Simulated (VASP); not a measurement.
Wanted: the native input for a VASP 6.6.1 run.

| Item | Value |
| --- | --- |
| Task | single point |
| Functional | PBE |
| Potentials or basis | VASP PAW PBE potentials, release 64 (Pb_d, S) |
| Cutoff | 520 eV |
| k mesh | 7 × 7 × 7 |
| Occupations | fermi-dirac, width 0.01 eV |
| Spin | no spin polarisation |
| Dipole correction | no |
| Further INCAR settings | ALGO = Normal; EDIFF = 1e-06; NBANDS = 17 |

The structure of PbS lies in POSCAR:

```
PbS
1.0
   -0.0444750000      2.9650000000      2.9650000000
    2.9650000000     -0.0444750000      2.9650000000
    2.9205250000      2.9205250000      0.0000000000
Pb S
1 1
Direct
    0.0000000000      0.0000000000      0.0000000000
    0.5000000000      0.5000000000      0.5000000000
```

This cell differs from its parent crystal: xy shear strain of -3 %.

The input as run:

INCAR

```
PREC = Accurate
ENCUT = 520
EDIFF = 1E-6
ISMEAR = -1
SIGMA = 0.01
LREAL = False
LASPH = True
NELM = 100
ALGO = Normal
ISIF = 2
LWAVE = False
LCHARG = True
GGA = PE
LELF = True
LVHAR = True
NBANDS = 17
```

KPOINTS

```
regular mesh
0
Gamma
  7 7 7
```

Potentials or basis: VASP PAW PBE potentials, release 64 (Pb_d, S).

The run is started by

```console
$ cat potpaw_PBE.64/Pb_d/POTCAR potpaw_PBE.64/S/POTCAR > POTCAR
$ mpirun -np 1 vasp_std > vasp.out
```

It gave:

* Pressure: 2.1 GPa
* Band gap on the k mesh: 0.82 eV, indirect (least direct gap 0.92 eV)

Caveat: the cell differs from its parent crystal (xy shear strain of -3 %); spin-orbit coupling is left out, which moves the levels of the heavy elements.

Wall time 73 s on 1 thread of Intel Xeon 6975P-C (shared host), peak memory 0.2 GiB.
